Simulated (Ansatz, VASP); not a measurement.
**SnTe in VASP and in Ansatz**

```xyz
2
Lattice="0.0000 3.1565 3.1565 3.1565 0.0000 3.1565 3.1565 3.1565 0.0000" Properties=species:S:1:pos:R:3 pbc="T T T"
Sn    0.0000    0.0000    0.0000
Te    3.0122    3.0122    3.0122
```

Change from the starting cell: all Te atoms moved -0.250 Å, as atom 2 along Cartesian [1 1 1].

Alike in both runs: task single point; functional PBEsol; k mesh 10 × 10 × 10; occupations gaussian, width 0.03 eV; no spin polarisation.

|  | VASP | Ansatz |
| --- | --- | --- |
| version | VASP 6.6.1 | Ansatz 0.2.0 |
| potentials or method | VASP PAW PBE potentials, release 64 (Sn_d, Te), cutoff 520 eV | scalar-relativistic, plane waves, PAW |
| valence electrons in the cell | 20 | 30 |

VASP gave:

```
gap on the k mesh at the Fermi level (eV)                     : 0.29
least direct gap on the mesh (eV)                             : 0.29
pressure (GPa)                                                : 0.3
traceless stress, the component that is largest in VASP (GPa) : 0.18
rms of the force components (eV/Å)                            : 0.131
```

Problem. What did Ansatz give for the same quantities?

Solution. gap on the k mesh at the Fermi level (eV): 0.28; least direct gap on the mesh (eV): 0.28; pressure (GPa): 0.3; traceless stress, the component that is largest in VASP (GPa): 0.18; rms of the force components (eV/Å): 0.125.

VASP's potentials were made for PBE, not for PBEsol. Atom by atom the forces differ by 0.006 eV/Å (rms over components). With one functional, cell and mesh, what is left measures potentials, basis and numerics. VASP's potentials hold 20 valence electrons a cell and Ansatz's 30, so a difference there can come from the potentials and not from the codes.

Spin-orbit coupling is off throughout.
